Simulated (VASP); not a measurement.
Write the native input for VASP 6.6.1 that does the following.

```
Task                   : single point
Functional             : PBEsol
Potentials or basis    : VASP PAW PBE potentials, release 64 (K_sv)
Cutoff                 : 520 eV
k mesh                 : 11 × 11 × 11
Occupations            : fermi-dirac, width 0.1 eV
Spin                   : no spin polarisation
Dipole correction      : no
Further INCAR settings : ALGO = Normal; EDIFF = 1e-07; NBANDS = 10
```

The structure of K lies in POSCAR:

```
K
1.0
    0.0000000000      2.4252314938      2.4252314938
    2.4252314938      0.0000000000      2.4252314938
    2.4252314938      2.4252314938      0.0000000000
K
1
Direct
    0.0000000000      0.0000000000      0.0000000000
```

This cell differs from its parent crystal: volume scaled by 0.4.

The input as run:

INCAR

```
SYSTEM = K
PREC = Accurate ; ENCUT = 520
EDIFF = 1E-7 ; ISMEAR = -1
SIGMA = 0.1 ; LREAL = .FALSE.
LASPH = .TRUE. ; NELM = 100
ALGO = Normal ; ISIF = 2
LWAVE = .FALSE. ; LCHARG = .FALSE.
GGA = PS ; NBANDS = 10
```

KPOINTS

```
Automatic mesh
0
G
  11 11 11
  0 0 0
```

Potentials or basis: VASP PAW PBE potentials, release 64 (K_sv).

Command:

```console
$ cat potpaw_PBE.64/K_sv/POTCAR > POTCAR
$ mpirun -np 1 vasp_std > vasp.out
```

Results of the run:

```yaml
Pressure: 16.3 GPa
```

Caveat: the PAW data sets were made with another functional, which shifts forces and pressure a little.

It took 8.8 s on 1 thread of AMD EPYC 9R45 96-Core Processor (Zen 5) (shared host), peak memory 0.13 GiB.
